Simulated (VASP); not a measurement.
# SiNi3 (Pm-3m) in VASP: a series of runs

The runs below take SiNi3 through single point, relaxation of cell and atoms, with PBEsol.

Everything below comes from runs of VASP 6.6.1. Logs are shortened: lines on timing, memory, paths and dates and some standing lists are left out, and cuts for length are marked.

## (1) The cell of the first run

It takes space group Pm-3m (No. 221, cubic). Conventional cell: a = 3.461 Å, b = 3.461 Å, c = 3.461 Å, α = 90.00°, β = 90.00°, γ = 90.00°. Within 3.2 Å of Si (site symmetry m-3m) lie 12 Ni at 2.45 Å. Ni (site symmetry 4/mmm) has 4 Si at 2.45 Å and 8 Ni at 2.45 Å within 3.2 Å.

## (2) Single point, PBEsol

File INCAR:

```
PREC = Accurate
ENCUT = 520
EDIFF = 1E-6
ISMEAR = 0
SIGMA = 0.1
LREAL = False
LASPH = True
NELM = 100
ALGO = Fast
ISIF = 2
LWAVE = False
LCHARG = False
GGA = PS
NBANDS = 25
```

File KPOINTS:

```
regular mesh
0
Gamma
  12 12 12
```

File POSCAR:

```
SiNi3
1.0
    3.4610444791      0.0000000000      0.0000000000
    0.0000000000      3.4610444791      0.0000000000
    0.0000000000      0.0000000000      3.4610444791
Si Ni
1 3
Direct
    0.0000000000      0.0000000000      0.0000000000
    0.0000000000      0.5000000000      0.5000000000
    0.5000000000      0.0000000000      0.5000000000
    0.5000000000      0.5000000000      0.0000000000
```

Potentials or basis: VASP PAW PBE potentials, release 64 (Si, Ni).

The run is started by

```bash
$ cat potpaw_PBE.64/Si/POTCAR potpaw_PBE.64/Ni/POTCAR > POTCAR
$ mpirun -np 1 vasp_std > vasp.out
```

OUTCAR:

```text
PREC = Accurate
   ENCUT = 520
   EDIFF = 1E-6
   ISMEAR = 0
   LREAL = False
   LASPH = True
   NELM = 100
   ISIF = 2
   GGA = PS

 ion  position               nearest neighbor table
   1  0.000  0.000  0.000-   2 2.45   3 2.45   4 2.45   2 2.45   3 2.45   2 2.45   4 2.45   2 2.45
                             3 2.45   4 2.45   3 2.45   4 2.45
   2  0.000  0.500  0.500-   1 2.45   3 2.45   4 2.45   1 2.45   4 2.45   1 2.45   3 2.45   1 2.45
                             3 2.45   4 2.45   4 2.45   3 2.45
   3  0.500  0.000  0.500-   1 2.45   2 2.45   4 2.45   1 2.45   4 2.45   2 2.45   4 2.45   4 2.45
                             1 2.45   2 2.45   1 2.45   2 2.45
   4  0.500  0.500  0.000-   1 2.45   2 2.45   3 2.45   2 2.45   3 2.45   1 2.45   3 2.45   3 2.45
                             1 2.45   2 2.45   2 2.45   1 2.45

  LATTYP: Found a simple cubic cell.
 ALAT       =     3.4610444791

  Lattice vectors:

 A1 = (   3.4610444791,   0.0000000000,   0.0000000000)
 A2 = (   0.0000000000,   3.4610444791,   0.0000000000)
 A3 = (   0.0000000000,   0.0000000000,   3.4610444791)

Analysis of symmetry for initial positions (statically):
=====================================================================
 Subroutine PRICEL returns:
 Original cell was already a primitive cell.

 Routine SETGRP: Setting up the symmetry group for a
 simple cubic supercell.

 Subroutine GETGRP returns: Found 48 space group operations
 (whereof 48 operations were pure point group operations)
 out of a pool of 48 trial point group operations.

The static configuration has the point symmetry O_h .

Analysis of symmetry for dynamics (positions and initial velocities):
=====================================================================
 Subroutine PRICEL returns:
 Original cell was already a primitive cell.

 Routine SETGRP: Setting up the symmetry group for a
 simple cubic supercell.

 Subroutine GETGRP returns: Found 48 space group operations
 (whereof 48 operations were pure point group operations)
 out of a pool of 48 trial point group operations.

The dynamic configuration has the point symmetry O_h .

 Subroutine INISYM returns: Found 48 space group operations
 (whereof 48 operations are pure point group operations),
 and found     1 'primitive' translations

----------------------------------------------------------------------------------------

                                     Primitive cell

  volume of cell :      41.4593

  direct lattice vectors                    reciprocal lattice vectors
     3.461044479  0.000000000  0.000000000     0.288930121  0.000000000  0.000000000
     0.000000000  3.461044479  0.000000000     0.000000000  0.288930121  0.000000000
     0.000000000  0.000000000  3.461044479     0.000000000  0.000000000  0.288930121

  length of vectors
     3.461044479  3.461044479  3.461044479     0.288930121  0.288930121  0.288930121

  position of ions in fractional coordinates (direct lattice)
     0.000000000  0.000000000  0.000000000
     0.000000000  0.500000000  0.500000000
     0.500000000  0.000000000  0.500000000
     0.500000000  0.500000000  0.000000000

  ion indices of the primitive-cell ions
   primitive index   ion index
                 1           1
                 2           2
                 3           3
                 4           4

----------------------------------------------------------------------------------------

 KPOINTS: regular mesh

Automatic generation of k-mesh.
 Grid dimensions read from file:
 generate k-points for:   12   12   12

 Generating k-lattice:

  Cartesian coordinates                     Fractional coordinates (reciprocal lattice)
     0.024077510  0.000000000  0.000000000     0.083333333  0.000000000  0.000000000
     0.000000000  0.024077510  0.000000000     0.000000000  0.083333333  0.000000000
     0.000000000  0.000000000  0.024077510     0.000000000  0.000000000  0.083333333

  Length of vectors
     0.024077510  0.024077510  0.024077510

  Shift w.r.t. Gamma in fractional coordinates (k-lattice)
     0.000000000  0.000000000  0.000000000

 Subroutine IBZKPT returns following result:
 ===========================================

 Found     84 irreducible k-points:

 Following reciprocal coordinates:
            Coordinates               Weight
  0.000000  0.000000  0.000000      1.000000
  0.083333  0.000000  0.000000      6.000000
  0.166667  0.000000  0.000000      6.000000
  0.250000  0.000000  0.000000      6.000000
  0.333333  0.000000  0.000000      6.000000
  0.416667  0.000000  0.000000      6.000000
[... 16 lines left out ...]
  0.333333  0.333333  0.000000     12.000000
  0.416667  0.333333  0.000000     24.000000
 [... further k-points ...]
   k-points           NKPTS =     84   k-points in BZ     NKDIM =     84   number of bands    NBANDS=     25
   number of dos      NEDOS =    301   number of ions     NIONS =      4
   total plane-waves  NPLWV =  21952
   dimension x,y,z NGX =    28 NGY =   28 NGZ =   28
   dimension x,y,z NGXF=    56 NGYF=   56 NGZF=   56
   ions per type =               1   3
   NGX,Y,Z   is equivalent  to a cutoff of  13.45, 13.45, 13.45 a.u.
   NGXF,Y,Z  is equivalent  to a cutoff of  26.90, 26.90, 26.90 a.u.
 SYSTEM =  unknown system
   PREC   = accura    normal or accurate (medium, high low for compatibility)
   ISTART =      0    job   : 0-new  1-cont  2-samecut
   ICHARG =      2    charge: 1-file 2-atom 10-const
   ISPIN  =      1    spin polarized calculation?
   LNONCOLLINEAR =      F non collinear calculations
   LSORBIT =      F    spin-orbit coupling
   LASPH  =      T    aspherical Exc in radial PAW
   ENCUT  =  520.0 eV  38.22 Ry    6.18 a.u.   6.44  6.44  6.44*2*pi/ulx,y,z
   NELM   =    100;   NELMIN=  2; NELMDL= -5     # of ELM steps
   EDIFF  = 0.1E-05   stopping-criterion for ELM
   LREAL  =      F    real-space projection
   EDIFFG = 0.1E-04   stopping-criterion for IOM
   NSW    =      0    number of steps for IOM
   IBRION =     -1    ionic relax: 0-MD 1-quasi-New 2-CG
   NFREE  =      0    steps in history (QN), initial steepest desc. (CG)
   ISIF   =      2    stress and relaxation
   ISYM   =      2    0-nonsym 1-usesym 2-fastsym
   POTIM  = 0.5000    time-step for ionic-motion
   TEBEG  =    0.0;   TEEND  =   0.0 temperature during run
   PSTRESS=    0.0 pullay stress
   NELECT =      34.0000    total number of electrons
   NUPDOWN=      -1.0000    fix difference up-down
   EMIN   =  10.00;   EMAX   =-10.00  energy-range for DOS
   EFERMI =   0.00;   METHOD = LEGACY
   ISMEAR =     0;   SIGMA  =   0.10  broadening in eV -4-tet -1-fermi 0-gaus
   EFERMI_NEDOS =   21; number of points for ismear=-14 and -15
   IALGO  =     68    algorithm
   IMIX   =      4    mixing-type and parameters
     AMIX     =   0.40;   BMIX     =  1.00
     AMIX_MAG =   1.60;   BMIX_MAG =  1.00
  volume/ion in A,a.u.               =      10.36        69.95
  Fermi-wavevector in a.u.,A,eV,Ry     =   1.532359  2.895739 31.948183  2.348125
  Thomas-Fermi vector in A             =   2.639576
   LORBIT       =      0    0 simple, 1 ext, 2 COOP (PROOUT), +10 PAW based schemes
   GGA     = PS    functional components
   LHFCALC =     F    Hartree Fock is set to
   AEXX    =    0.0000 exact exchange contribution
   IVDW    =     0    specifies the selected vdW correction
   LEPSILON=     F    determine dielectric tensor
   LRPA    =     F    only Hartree local field effects (RPA)
 non-spin polarized calculation
 RMM-DIIS sequential band-by-band and
 Gauss-broadening in eV      SIGMA  =   0.10
  energy-cutoff  :      520.00
  volume of cell :       41.46
 maximum number of plane-waves:      1141
 NGX is ok and might be reduce to    28
   NGX = 13   NGY = 13   NGZ = 13

 number of electron      33.9999971 magnetization

 Free energy of the ion-electron system (eV)
  ---------------------------------------------------
  ext. energy  EPLUGINS =         0.00000000
  ---------------------------------------------------
  free energy    TOTEN  =       -26.29727543 eV

  energy without entropy =      -26.28732998  energy(sigma->0) =      -26.29230271

 E-fermi :  11.0963     XC(G=0): -13.4558

 val. band max:       11.0879723078   @ k =   0.0833   0.0833   0.0000
 cond. band min:      11.1233728428   @ k =   0.4167   0.4167   0.3333
 fundamental gap:      0.0354005350
 Fermi energy:        11.0962523096

 k-point     1 :       0.0000    0.0000    0.0000
  band No.  band energies     occupation
      1      -1.1429      2.00000
      2       5.9630      2.00000
      3       6.7910      2.00000
      4       6.7910      2.00000
      5       7.3378      2.00000
      6       7.3378      2.00000
[... 17 lines left out ...]
     24      21.9303      0.00000
     25      21.9303      0.00000

 k-point     2 :       0.0833    0.0000    0.0000
  band No.  band energies     occupation
      1      -1.0586      2.00000
      2       5.9837      2.00000
      3       6.6758      2.00000
      4       6.8517      2.00000
      5       7.3325      2.00000
      6       7.3325      2.00000
[... 17 lines left out ...]
     24      21.6594      0.00000
     25      21.7237      0.00000

 k-point     3 :       0.1667    0.0000    0.0000
  band No.  band energies     occupation
      1      -0.8090      2.00000
      2       5.8893      2.00000
      3       6.4473      2.00000
      4       7.0270      2.00000
      5       7.3123      2.00000
      6       7.3123      2.00000
[... 17 lines left out ...]
     24      20.7588      0.00000
     25      21.3286      0.00000

 k-point     4 :       0.2500    0.0000    0.0000
  band No.  band energies     occupation
      1      -0.4056      2.00000
      2       5.2547      2.00000
      3       6.5196      2.00000
      4       7.2706      2.00000
      5       7.2706      2.00000
      6       7.2952      2.00000
[... 17 lines left out ...]
     24      19.5211      0.00000
     25      21.5837      0.00000

 k-point     5 :       0.3333    0.0000    0.0000
  band No.  band energies     occupation
      1       0.1229      2.00000
      2       4.3569      2.00000
      3       6.7300      2.00000
      4       7.2134      2.00000
      5       7.2134      2.00000
      6       7.6131      2.00000
[... 17 lines left out ...]
     24      19.3521      0.00000
     25      22.7610      0.00000

 k-point     6 :       0.4167    0.0000    0.0000
  band No.  band energies     occupation
      1       0.6914      2.00000
      2       3.5089      2.00000
      3       6.9209      2.00000
      4       7.1633      2.00000
      5       7.1633      2.00000
      6       7.7854      2.00000
[... 17 lines left out ...]
     24      19.0977      0.00000
     25      22.3341      0.00000
[... 393 lines left out ...]
 k-point    21 :       0.4167    0.2500    0.0000
  band No.  band energies     occupation
      1       1.3050      2.00000
      2       4.1073      2.00000
      3       6.0681      2.00000
      4       7.0347      2.00000
      5       7.2551      2.00000
      6       7.9758      2.00000
[... 17 lines left out ...]
     24      21.0418      0.00000
     25      21.3263      0.00000

 k-point    22 :       0.5000    0.2500    0.0000
  band No.  band energies     occupation
      1       1.5772      2.00000
      2       3.7486      2.00000
      3       6.1281      2.00000
      4       7.0218      2.00000
      5       7.2941      2.00000
      6       7.9536      2.00000
[... 17 lines left out ...]
     24      21.0804      0.00000
     25      21.5105      0.00000

 k-point    23 :       0.3333    0.3333    0.0000
  band No.  band energies     occupation
      1       1.2497      2.00000
      2       5.1135      2.00000
      3       5.2276      2.00000
      4       7.0149      2.00000
      5       7.2895      2.00000
      6       7.8476      2.00000
[... 17 lines left out ...]
     24      21.2212      0.00000
     25      21.8427      0.00000

 k-point    24 :       0.4167    0.3333    0.0000
  band No.  band energies     occupation
      1       1.7276      2.00000
      2       4.4898      2.00000
      3       5.4283      2.00000
      4       6.9766      2.00000
      5       7.3692      2.00000
      6       8.0157      2.00000
[... 17 lines left out ...]
     24      21.2161      0.00000
     25      22.1803      0.00000

 [... further k-points ...]
[... 5 lines left out ...]
  --------------------------------------------------------------------------------------
  -------------------------------------------------------------------------------------
  Total        0.0607970      0.0607970      0.0607970      0.0000000      0.0000000      0.0000000
  in kB        2.3494758      2.3494758      2.3494758      0.0000000      0.0000000      0.0000000
  external PRESSURE =       2.3494758 kB  Pullay stress =       0.0000000 kB

 VOLUME and BASIS-vectors are now :
 -----------------------------------------------------------------------------
  energy-cutoff  :      520.00
  volume of cell :       41.46
      direct lattice vectors                 reciprocal lattice vectors
     3.461044479  0.000000000  0.000000000     0.288930121  0.000000000  0.000000000
     0.000000000  3.461044479  0.000000000     0.000000000  0.288930121  0.000000000
     0.000000000  0.000000000  3.461044479     0.000000000  0.000000000  0.288930121

 POSITION                                       TOTAL-FORCE (eV/Angst)
 -----------------------------------------------------------------------------------
      0.00000      0.00000      0.00000         0.000000      0.000000      0.000000
      0.00000      1.73052      1.73052         0.000000      0.000000      0.000000
      1.73052      0.00000      1.73052         0.000000      0.000000      0.000000
      1.73052      1.73052      0.00000         0.000000      0.000000      0.000000
 -----------------------------------------------------------------------------------
    total drift:                                0.000000      0.000000      0.000000

  FREE ENERGIE OF THE ION-ELECTRON SYSTEM (eV)
  ---------------------------------------------------
  free  energy   TOTEN  =       -26.2972754293 eV

  energy  without entropy=      -26.2873299842  energy(sigma->0) =      -26.29230271
```

It took 95 s on 1 thread of Intel Xeon Platinum 8259CL at 2.50GHz (Skylake/Cascade Lake), shared host; peak memory 0.2 GiB.

What came out:

| Item | Value |
| --- | --- |
| Free energy | -26.2973 eV |
| Pressure | 0.2 GPa |
| Band gap on the k mesh | zero (band 17 reaches 11.13 eV, above the bottom of band 18 at 10.88 eV) |

Caveat: the PAW data sets were made with another functional, which shifts forces and pressure a little. Spin polarisation is off, so any magnetic state and its effect on volume and gap are missing.

## (3) Relaxation of cell and atoms, PBEsol

This run uses another cell than the first one, of 10.78 Å³/atom, 1.040 times its volume.

File INCAR:

```
SYSTEM = SiNi3
PREC     = Accurate       ! precision mode
ENCUT    = 600            ! plane-wave cutoff, eV
EDIFF    = 1E-6           ! SCF threshold, eV
ISMEAR   = 0              ! smearing method
SIGMA    = 0.1            ! smearing width, eV
LREAL    = .FALSE.        ! projectors in reciprocal space
LASPH    = .TRUE.         ! aspherical terms in the spheres
NELM     = 60             ! most SCF steps
ALGO     = Fast           ! electronic algorithm
ISIF     = 3              ! what is computed and relaxed
LWAVE    = .FALSE.        ! write WAVECAR
LCHARG   = .FALSE.        ! write CHGCAR
GGA      = PS             ! functional
IBRION   = 2              ! ionic algorithm
NSW      = 70             ! ionic steps
EDIFFG   = -0.005         ! ionic threshold
```

File KPOINTS:

```
Automatic mesh
0
G
  12 12 12
  0 0 0
```

File POSCAR:

```
SiNi3
1.0
    3.5062675415      0.0000000000      0.0000000000
    0.0000000000      3.5062675415      0.0000000000
    0.0000000000      0.0000000000      3.5062675415
Si Ni
1 3
Direct
    0.0000000000      0.0000000000      0.0000000000
    0.0000000000      0.5000000000      0.5000000000
    0.5000000000      0.0000000000      0.5000000000
    0.5000000000      0.5000000000      0.0000000000
```

Potentials or basis: VASP PAW PBE potentials, release 64 (Si, Ni).

The run is started by

```bash
$ cat potpaw_PBE.64/Si/POTCAR potpaw_PBE.64/Ni/POTCAR > POTCAR
$ mpirun -np 1 vasp_std > vasp.out
```

Run time: 3 min. Hardware: 1 thread of Intel Xeon Platinum 8259CL at 2.50GHz (Skylake/Cascade Lake), shared host; peak memory 0.22 GiB.

The run converged. Its results:

```yaml
Free_energy: -26.2977 eV
Relaxed_volume: 10.37 Å³/atom
Relaxed_cell: a = 3.462 Å, b = 3.462 Å, c = 3.462 Å, α = 90.00°, β = 90.00°, γ = 90.00°
Space_group_after_relaxing_to_0.05_Å: Pm-3m (No. 221)
Energy_gained_by_relaxing: 11.2 meV/atom
Ionic_steps: 3
Pressure_after_relaxing: 0.0 GPa
Band_gap_on_the_k_mesh: zero (band 17 reaches 11.12 eV, above the bottom of band 18 at 10.87 eV)
```

The path:
| step | energy change (eV) | largest force (eV/Å) | pressure (GPa) | volume (Å³) |
| --- | --- | --- | --- | --- |
| 1 | 0.0000 | 0.0000 | -8.38 | 43.11 |
| 2 | 0.0170 | 0.0000 | 11.31 | 39.68 |
| 3 | -0.0449 | 0.0000 | -0.01 | 41.49 |

Final structure:
```
CELL_PARAMETERS angstrom
3.46190 0.00000 0.00000
0.00000 3.46190 0.00000
0.00000 0.00000 3.46190
ATOMIC_POSITIONS crystal
Si 0.00000 0.00000 0.00000
Ni 0.00000 0.50000 0.50000
Ni 0.50000 0.00000 0.50000
Ni 0.50000 0.50000 0.00000
```

Levels at points of the mesh, in eV from the Fermi level:
```tsv
k point	band 13	band 14	band 15	band 16	band 17	band 18	band 19	band 20	band 21
(0.00, 0.00, 0.00)	-0.93	-0.64	-0.64	-0.30	0.03	0.03	0.03	5.20	6.51
(0.50, 0.00, 0.00)	-1.39	-1.35	-1.21	-0.57	0.04	3.77	3.77	5.34	5.48
(0.50, 0.50, 0.00)	-1.51	-1.50	-1.17	-1.07	-1.01	0.70	0.70	5.86	6.52
(0.50, 0.50, 0.50)	-1.52	-1.31	-1.31	-0.51	-0.21	-0.21	-0.21	1.40	4.17
```

Caveat: the PAW data sets were made with another functional, which shifts forces and pressure a little.
